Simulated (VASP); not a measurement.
# SrO (P6_3/mmc) in VASP: notebook

The runs below take SrO through single point, relaxation of cell and atoms, with PBE, PBEsol, LDA, r2SCAN.

Everything below comes from runs of VASP 6.6.1. Logs are shortened: lines on timing, memory, paths and dates and some standing lists are left out, and cuts for length are marked.

## (1) The cell of the first run

The structure is hexagonal, space group P6_3/mmc (No. 194). The conventional cell has a = 4.290 Å, b = 4.290 Å, c = 5.185 Å, α = 90.00°, β = 90.00°, γ = 120.00°. Sr (site symmetry -6m2) has 5 O at 2.48 to 2.59 Å within 3.3 Å. O (site symmetry -6m2) has 5 Sr at 2.48 to 2.59 Å within 3.3 Å.

## (2) Single point, PBE

INCAR reads:

```
PREC = Accurate ; ENCUT = 520
EDIFF = 1E-6 ; ISMEAR = -1
SIGMA = 0.02 ; LREAL = False
LASPH = True ; NELM = 100
ALGO = Normal ; ISIF = 2
LWAVE = False ; LCHARG = True
GGA = PE ; LELF = True
LVHAR = True ; NBANDS = 24
```

KPOINTS reads:

```
Automatic mesh
0
Gamma
  12 12 4
```

POSCAR reads:

```
SrO
1.0
    4.2901266714      0.0000000000      0.0000000000
   -2.1450633357      3.7153586829      0.0000000000
    0.0000000000      0.0000000000      5.1847099200
Sr O
2 2
Direct
    0.3333333333      0.6666666667     -0.0625006792
    0.6666666667      0.3333333333      0.4374993208
    0.3333333333      0.6666666667      0.4375006792
    0.6666666667      0.3333333333      0.9375006792
```

Potentials or basis: VASP PAW PBE potentials, release 64 (Sr_sv, O).

Launch:

```
> cat potpaw_PBE.64/Sr_sv/POTCAR potpaw_PBE.64/O/POTCAR > POTCAR
> mpirun -np 1 vasp_std > vasp.out
```

OUTCAR:

```text
PREC = Accurate
   ENCUT = 520
   EDIFF = 1E-6
   ISMEAR = -1
   LREAL = False
   LASPH = True
   NELM = 100
   ISIF = 2
   GGA = PE

 ion  position               nearest neighbor table
   1  0.333  0.667  0.937-   4 2.48   4 2.48   4 2.48   3 2.59   3 2.59   2 3.59   2 3.59   2 3.59
                             2 3.59   2 3.59   2 3.59
   2  0.667  0.333  0.437-   3 2.48   3 2.48   3 2.48   4 2.59   4 2.59   1 3.59   1 3.59   1 3.59
                             1 3.59   1 3.59   1 3.59
   3  0.333  0.667  0.438-   2 2.48   2 2.48   2 2.48   1 2.59   1 2.59
   4  0.667  0.333  0.938-   1 2.48   1 2.48   1 2.48   2 2.59   2 2.59

  LATTYP: Found a hexagonal cell.
 ALAT       =     4.2901266714
 C/A-ratio  =     1.2085214067

  Lattice vectors:

 A1 = (   4.2901266714,   0.0000000000,   0.0000000000)
 A2 = (  -2.1450633357,   3.7153586829,   0.0000000000)
 A3 = (   0.0000000000,   0.0000000000,   5.1847099200)

Analysis of symmetry for initial positions (statically):
=====================================================================
 Subroutine PRICEL returns:
 Original cell was already a primitive cell.

 Routine SETGRP: Setting up the symmetry group for a
 hexagonal supercell.

 Subroutine GETGRP returns: Found 24 space group operations
 (whereof  6 operations were pure point group operations)
 out of a pool of 24 trial point group operations.

The static configuration has the point symmetry C_3v.
 The point group associated with its full space group is D_6h.

Analysis of symmetry for dynamics (positions and initial velocities):
=====================================================================
 Subroutine PRICEL returns:
 Original cell was already a primitive cell.

 Routine SETGRP: Setting up the symmetry group for a
 hexagonal supercell.

 Subroutine GETGRP returns: Found 24 space group operations
 (whereof  6 operations were pure point group operations)
 out of a pool of 24 trial point group operations.

The dynamic configuration has the point symmetry C_3v.
 The point group associated with its full space group is D_6h.

 Subroutine INISYM returns: Found 24 space group operations
 (whereof  6 operations are pure point group operations),
 and found     1 'primitive' translations

----------------------------------------------------------------------------------------

                                     Primitive cell

  volume of cell :      82.6410

  direct lattice vectors                    reciprocal lattice vectors
     4.290126671  0.000000000  0.000000000     0.233093351  0.134576509  0.000000000
    -2.145063336  3.715358683  0.000000000     0.000000000  0.269153017  0.000000000
     0.000000000  0.000000000  5.184709920     0.000000000  0.000000000  0.192874821

  length of vectors
     4.290126671  4.290126671  5.184709920     0.269153017  0.269153017  0.192874821

  position of ions in fractional coordinates (direct lattice)
     0.333333333  0.666666667  0.937499321
     0.666666667  0.333333333  0.437499321
     0.333333333  0.666666667  0.437500679
     0.666666667  0.333333333  0.937500679

  ion indices of the primitive-cell ions
   primitive index   ion index
                 1           1
                 2           2
                 3           3
                 4           4

----------------------------------------------------------------------------------------

 KPOINTS: Automatic mesh

Automatic generation of k-mesh.
 Grid dimensions read from file:
 generate k-points for:   12   12    4

 Generating k-lattice:

  Cartesian coordinates                     Fractional coordinates (reciprocal lattice)
     0.019424446  0.011214709  0.000000000     0.083333333 -0.000000000  0.000000000
     0.000000000  0.022429418  0.000000000     0.000000000  0.083333333  0.000000000
     0.000000000  0.000000000  0.048218705     0.000000000  0.000000000  0.250000000

  Length of vectors
     0.022429418  0.022429418  0.048218705

  Shift w.r.t. Gamma in fractional coordinates (k-lattice)
     0.000000000  0.000000000  0.000000000

 Subroutine IBZKPT returns following result:
 ===========================================

 Found     57 irreducible k-points:

 Following reciprocal coordinates:
            Coordinates               Weight
  0.000000  0.000000  0.000000      1.000000
  0.083333  0.000000  0.000000      6.000000
  0.166667  0.000000  0.000000      6.000000
  0.250000 -0.000000  0.000000      6.000000
  0.333333 -0.000000  0.000000      6.000000
  0.416667  0.000000  0.000000      6.000000
[... 16 lines left out ...]
  0.250000 -0.000000  0.250000     12.000000
  0.333333 -0.000000  0.250000     12.000000
 [... further k-points ...]
   k-points           NKPTS =     57   k-points in BZ     NKDIM =     57   number of bands    NBANDS=     24
   number of dos      NEDOS =    301   number of ions     NIONS =      4
   total plane-waves  NPLWV =  40960
   dimension x,y,z NGX =    32 NGY =   32 NGZ =   40
   dimension x,y,z NGXF=    64 NGYF=   64 NGZF=   80
   ions per type =               2   2
   NGX,Y,Z   is equivalent  to a cutoff of  12.40, 12.40, 12.83 a.u.
   NGXF,Y,Z  is equivalent  to a cutoff of  24.80, 24.80, 25.65 a.u.
 SYSTEM =  unknown system
   PREC   = accura    normal or accurate (medium, high low for compatibility)
   ISTART =      0    job   : 0-new  1-cont  2-samecut
   ICHARG =      2    charge: 1-file 2-atom 10-const
   ISPIN  =      1    spin polarized calculation?
   LNONCOLLINEAR =      F non collinear calculations
   LSORBIT =      F    spin-orbit coupling
   LASPH  =      T    aspherical Exc in radial PAW
   ENCUT  =  520.0 eV  38.22 Ry    6.18 a.u.   7.98  7.98  9.64*2*pi/ulx,y,z
   NELM   =    100;   NELMIN=  2; NELMDL= -5     # of ELM steps
   EDIFF  = 0.1E-05   stopping-criterion for ELM
   LREAL  =      F    real-space projection
   EDIFFG = 0.1E-04   stopping-criterion for IOM
   NSW    =      0    number of steps for IOM
   IBRION =     -1    ionic relax: 0-MD 1-quasi-New 2-CG
   NFREE  =      0    steps in history (QN), initial steepest desc. (CG)
   ISIF   =      2    stress and relaxation
   ISYM   =      2    0-nonsym 1-usesym 2-fastsym
   POTIM  = 0.5000    time-step for ionic-motion
   TEBEG  =    0.0;   TEEND  =   0.0 temperature during run
   PSTRESS=    0.0 pullay stress
   NELECT =      32.0000    total number of electrons
   NUPDOWN=      -1.0000    fix difference up-down
   EMIN   =  10.00;   EMAX   =-10.00  energy-range for DOS
   EFERMI =   0.00;   METHOD = LEGACY
   ISMEAR =    -1;   SIGMA  =   0.02  broadening in eV -4-tet -1-fermi 0-gaus
   EFERMI_NEDOS =   21; number of points for ismear=-14 and -15
   IALGO  =     38    algorithm
   IMIX   =      4    mixing-type and parameters
     AMIX     =   0.40;   BMIX     =  1.00
     AMIX_MAG =   1.60;   BMIX_MAG =  1.00
  volume/ion in A,a.u.               =      20.66       139.42
  Fermi-wavevector in a.u.,A,eV,Ry     =   1.193236  2.254889 19.372143  1.423812
  Thomas-Fermi vector in A             =   2.329255
   LORBIT       =      0    0 simple, 1 ext, 2 COOP (PROOUT), +10 PAW based schemes
   GGA     = PE    functional components
   LHFCALC =     F    Hartree Fock is set to
   AEXX    =    0.0000 exact exchange contribution
   IVDW    =     0    specifies the selected vdW correction
   LEPSILON=     F    determine dielectric tensor
   LRPA    =     F    only Hartree local field effects (RPA)
 non-spin polarized calculation
  energy-cutoff  :      520.00
  volume of cell :       82.64
 maximum number of plane-waves:      2256
 NGX is ok and might be reduce to    32
   NGX = 15   NGY = 15   NGZ = 19

 number of electron      32.0000006 magnetization

 Free energy of the ion-electron system (eV)
  ---------------------------------------------------
  ext. energy  EPLUGINS =         0.00000000
  ---------------------------------------------------
  free energy    TOTEN  =       -23.90494205 eV

  energy without entropy =      -23.90494205  energy(sigma->0) =      -23.90494205

 E-fermi :   1.1613     XC(G=0):  -8.8867

 val. band max:        0.7108267748   @ k =   0.0000   0.0000   0.0000
 cond. band min:       3.3050912614   @ k =   0.0000   0.0000   0.0000
 fundamental gap:      2.5942644867
 Fermi energy:         1.1612785653

 k-point     1 :       0.0000    0.0000    0.0000
  band No.  band energies     occupation
      1     -31.7532      2.00000
      2     -31.5979      2.00000
      3     -14.3004      2.00000
      4     -14.2934      2.00000
      5     -14.2609      2.00000
      6     -13.8828      2.00000
[... 16 lines left out ...]
     23       9.1999      0.00000
     24       9.5565      0.00000

 k-point     2 :       0.0833    0.0000    0.0000
  band No.  band energies     occupation
      1     -31.7498      2.00000
      2     -31.5991      2.00000
      3     -14.4872      2.00000
      4     -14.4425      2.00000
      5     -14.2475      2.00000
      6     -13.8924      2.00000
[... 16 lines left out ...]
     23       9.0691      0.00000
     24       9.1791      0.00000

 k-point     3 :       0.1667    0.0000    0.0000
  band No.  band energies     occupation
      1     -31.7400      2.00000
      2     -31.6029      2.00000
      3     -14.7748      2.00000
      4     -14.7014      2.00000
      5     -14.2085      2.00000
      6     -13.9176      2.00000
[... 16 lines left out ...]
     23       9.0877      0.00000
     24       9.1155      0.00000

 k-point     4 :       0.2500   -0.0000    0.0000
  band No.  band energies     occupation
      1     -31.7252      2.00000
      2     -31.6093      2.00000
      3     -15.0302      2.00000
      4     -14.9480      2.00000
      5     -14.1483      2.00000
      6     -13.9502      2.00000
[... 16 lines left out ...]
     23       9.0113      0.00000
     24       9.3409      0.00000

 k-point     5 :       0.3333   -0.0000    0.0000
  band No.  band energies     occupation
      1     -31.7080      2.00000
      2     -31.6183      2.00000
      3     -15.2265      2.00000
      4     -15.1415      2.00000
      5     -14.0747      2.00000
      6     -13.9809      2.00000
[... 16 lines left out ...]
     23       8.9301      0.00000
     24       9.3214      0.00000

 k-point     6 :       0.4167    0.0000    0.0000
  band No.  band energies     occupation
      1     -31.6922      2.00000
      2     -31.6281      2.00000
      3     -15.3494      2.00000
      4     -15.2634      2.00000
      5     -14.0030      2.00000
      6     -14.0024      2.00000
[... 16 lines left out ...]
     23       9.2643      0.00000
     24       9.2750      0.00000
[... 379 lines left out ...]
 k-point    21 :       0.0833    0.0000    0.2500
  band No.  band energies     occupation
      1     -31.7274      2.00000
      2     -31.6208      2.00000
      3     -14.9560      2.00000
      4     -14.7948      2.00000
      5     -13.8589      2.00000
      6     -13.8500      2.00000
[... 16 lines left out ...]
     23       9.2436      0.00000
     24       9.4568      0.00000

 k-point    22 :       0.1667    0.0000    0.2500
  band No.  band energies     occupation
      1     -31.7195      2.00000
      2     -31.6225      2.00000
      3     -15.1146      2.00000
      4     -14.9879      2.00000
      5     -13.8716      2.00000
      6     -13.8656      2.00000
[... 16 lines left out ...]
     23       9.1866      0.00000
     24       9.5931      0.00000

 k-point    23 :       0.2500   -0.0000    0.2500
  band No.  band energies     occupation
      1     -31.7078      2.00000
      2     -31.6258      2.00000
      3     -15.2957      2.00000
      4     -15.1966      2.00000
      5     -13.8997      2.00000
      6     -13.8427      2.00000
[... 16 lines left out ...]
     23       9.2863      0.00000
     24       9.7516      0.00000

 k-point    24 :       0.3333   -0.0000    0.2500
  band No.  band energies     occupation
      1     -31.6943      2.00000
      2     -31.6308      2.00000
      3     -15.4506      2.00000
      4     -15.3700      2.00000
      5     -13.9266      2.00000
      6     -13.8019      2.00000
[... 16 lines left out ...]
     23       9.4520      0.00000
     24       9.5517      0.00000

 [... further k-points ...]

------------------------ aborting loop because EDIFF is reached ----------------------------------------

  FORCE on cell =-STRESS in cart. coord.  units (eV):
  Direction    XX          YY          ZZ          XY          YZ          ZX
  --------------------------------------------------------------------------------------
  -------------------------------------------------------------------------------------
  Total        0.2243305      0.2243305      0.2232238      0.0000000     -0.0000000      0.0000000
  in kB        4.3491423      4.3491423      4.3276858      0.0000000     -0.0000000      0.0000000
  external PRESSURE =       4.3419901 kB  Pullay stress =       0.0000000 kB

 VOLUME and BASIS-vectors are now :
 -----------------------------------------------------------------------------
  energy-cutoff  :      520.00
  volume of cell :       82.64
      direct lattice vectors                 reciprocal lattice vectors
     4.290126671  0.000000000  0.000000000     0.233093351  0.134576509  0.000000000
    -2.145063336  3.715358683  0.000000000     0.000000000  0.269153017  0.000000000
     0.000000000  0.000000000  5.184709920     0.000000000  0.000000000  0.192874821

 POSITION                                       TOTAL-FORCE (eV/Angst)
 -----------------------------------------------------------------------------------
     -0.00000      2.47691      4.86066        -0.000000      0.000000     -0.000000
      2.14506      1.23845      2.26831         0.000000     -0.000000     -0.000000
     -0.00000      2.47691      2.26831        -0.000000      0.000000      0.000000
      2.14506      1.23845      4.86067         0.000000     -0.000000     -0.000000
 -----------------------------------------------------------------------------------
    total drift:                               -0.000000      0.000000     -0.017071

  FREE ENERGIE OF THE ION-ELECTRON SYSTEM (eV)
  ---------------------------------------------------
  free  energy   TOTEN  =       -23.9049420511 eV

  energy  without entropy=      -23.9049420511  energy(sigma->0) =      -23.90494205
```

Wall time 41 s (1 thread of Intel Xeon 6975P-C (Granite Rapids), shared host); peak memory 0.25 GiB.

What came out:

```yaml
Free_energy: -23.9049 eV
Pressure: 0.4 GPa
Band_gap_on_the_k_mesh: 2.59 eV, direct
```

Levels at points of the mesh, in eV from the valence-band top:
```tsv
k point	band 12	band 13	band 14	band 15	band 16	band 17	band 18	band 19	band 20	band 21
(0.00, 0.00, 0.00)	-1.02	-0.88	-0.88	-0.36	0.00	2.59	6.09	6.09	7.04	7.96
(0.50, 0.00, 0.00)	-0.84	-0.37	-0.37	-0.34	-0.26	4.28	4.81	5.04	7.03	7.96
(0.00, 0.00, 0.50)	-1.23	-1.06	-1.06	-1.06	-1.06	4.29	4.29	7.78	7.78	7.78
(0.50, 0.00, 0.50)	-1.61	-0.87	-0.87	-0.43	-0.43	4.90	4.90	7.32	7.32	8.04
```

[end of part 1 of 2]
